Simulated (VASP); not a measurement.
Runs of VASP 6.6.1 on Ge. The structure is that of space group P6_3/mmc (No. 194), or close to it. The cells are those of the table. 

```csv
task,cell,gap on the mesh (eV),pressure (GPa),largest force (eV/Å)
electric field gradients,"a = 4.078, b = 4.078, c = 6.599 Å, angles 90.0, 90.0, 120.0°, 4 atoms",none,0.3,(c)
single point,"a = 3.984, b = 3.984, c = 6.577 Å, angles 90.0, 90.0, 120.0°, 4 atoms",none,3.6,0.01
single point,"a = 4.024, b = 4.024, c = 6.643 Å, angles 90.0, 90.0, 120.0°, 4 atoms",-,(a),-
single point,"a = 4.076, b = 4.076, c = 6.729 Å, angles 90.0, 90.0, 120.0°, 4 atoms",none,(b),0.01
electric field gradients,"a = 3.878, b = 3.878, c = 6.599 Å, angles 90.0, 90.0, 120.0°, 4 atoms",0.15,8.0,0.38
single point,"a = 3.944, b = 3.944, c = 6.510 Å, angles 90.0, 90.0, 120.0°, 4 atoms",none,6.1,0.02
```

Alike in all rows: level PBE; potentials or basis VASP PAW PBE potentials, release 64 (Ge_d); no spin polarisation; k mesh 11 × 11 × 6; cutoff (eV) 520; smearing fermi-dirac 0.05 eV.

Question: Estimate the missing entries.

Answer: (a) 1.4; (b) -0.9; (c) 0.18.

A k mesh can miss the band edges, and the runs leave out spin-orbit coupling on Ge.

A gap of «none» marks levels without a gap at the run's occupations.
